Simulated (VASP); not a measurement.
Crystal: TePtSe3.

```
Te Pt Se
1.0
     4.87823    0.00000    0.00000
     0.00000    4.87823    0.00000
     0.00000    0.00000    4.87823
Te Pt Se
1 1 3
Direct
  0.00000 0.00000 0.00000
  0.50000 0.50000 0.50000
  0.00000 0.50000 0.50000
  0.50000 0.00000 0.50000
  0.50000 0.50000 0.00000
```

```yaml
Program: VASP 6.6.1
Task: relaxation of cell and atoms
Functional: r2SCAN
Dispersion: rVV10
Potentials_or_basis: VASP PAW PBE potentials, release 64 (Te, Pt, Se)
Cutoff: 600 eV
k_mesh: 6 × 6 × 6
Occupations: fermi-dirac, width 0.03 eV
Spin: no spin polarisation
```

At the start: pressure 2.0 GPa; volume 23.22 Å³/atom.

Task: Where does the relaxation end?

Result: Over 3 steps the energy falls by 3.3 meV/atom and the volume is 23.75 Å³/atom (+2.3 %); space group Pm-3m (No. 221, to 0.05 Å).

Step by step:
```csv
step,energy change (eV),largest force (eV/Å),pressure (GPa),volume (Å³)
1,0.0000,0.0000,2.01,116.09
2,-0.0053,0.0000,-1.53,121.06
3,-0.0164,0.0000,0.01,118.77
```

Final structure:
```
Te Pt Se
1.0
     4.91552    0.00000    0.00000
     0.00000    4.91552    0.00000
     0.00000    0.00000    4.91552
Te Pt Se
1 1 3
Direct
  0.00000 0.00000 0.00000
  0.50000 0.50000 0.50000
  0.00000 0.50000 0.50000
  0.50000 0.00000 0.50000
  0.50000 0.50000 0.00000
```

Caveat: the PAW data sets were made with another functional, which shifts forces and pressure a little.
